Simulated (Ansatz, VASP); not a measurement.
BPd4: VASP beside Ansatz

```
B Pd
1.0
     4.20139    0.00000    0.00000
     0.00000    4.20139    0.00000
     0.00000    0.00000    4.20139
B Pd
1 4
Direct
  0.50000 0.50000 0.50000
  0.23423 0.23423 0.23423
  0.76577 0.76577 0.23423
  0.76577 0.23423 0.76577
  0.23423 0.76577 0.76577
```

Alike in both runs: functional PBE; k mesh 4 × 4 × 4; occupations gaussian, width 0.1 eV; no spin polarisation.

Ansatz relaxed the structure, and its values are those at the end. VASP's run is a single point on that final structure, the one shown.

```csv
,VASP,Ansatz
version,VASP 6.6.1,Ansatz 0.2.0
potentials or method,"VASP PAW PBE potentials, release 64 (B, Pd_sv_GW), cutoff 540 eV","scalar-relativistic, plane waves, PAW"
valence electrons in the cell,75,75
```

|  | VASP | Ansatz | Ansatz less VASP |
| --- | --- | --- | --- |
| gap on the k mesh at the Fermi level (eV) | none | none | - |
| pressure (GPa) | -2.3 | 0.0 | +2.31 |
| rms of the force components (eV/Å) | 0.008 | 0.014 | +0.0057 |

A gap of «none» marks a metal or a gap that the smearing closes.

The k mesh is coarse, so the values compare programs but aren't converged.
